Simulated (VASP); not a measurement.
Al32N (a cell with a defect), 33 atoms in the cell. The cell holds a defect, 33 atoms: a = 8.100 Å, b = 8.100 Å, c = 8.100 Å, α = 90.00°, β = 90.00°, γ = 90.00°. 

* Program: VASP 6.6.1
* Task: single point
* Functional: LDA
* Potentials or basis: VASP PAW LDA potentials, release 64 (Al, N)
* Cutoff: 520 eV
* k mesh: 3 × 3 × 3
* Occupations: gaussian, width 0.15 eV
* Spin: no spin polarisation
* Dipole correction: no
* Further INCAR settings: LREAL = Auto; ALGO = Normal; EDIFF = 1e-06; NBANDS = 72

Potentials or basis: VASP PAW LDA potentials, release 64 (Al, N).

The run is started by

```bash
$ cat potpaw_LDA.64/Al/POTCAR potpaw_LDA.64/N/POTCAR > POTCAR
$ mpirun -np 1 vasp_std > vasp.out
```

Hardware: 1 thread of AMD EPYC 7R13 (shared host).

**Question.** How long does it take, and how much memory?

**Answer.** Run time: 24 min on 1 thread of AMD EPYC 7R13 (shared host), peak memory 0.48 GiB. Counts: scf iterations 20, k points 10.
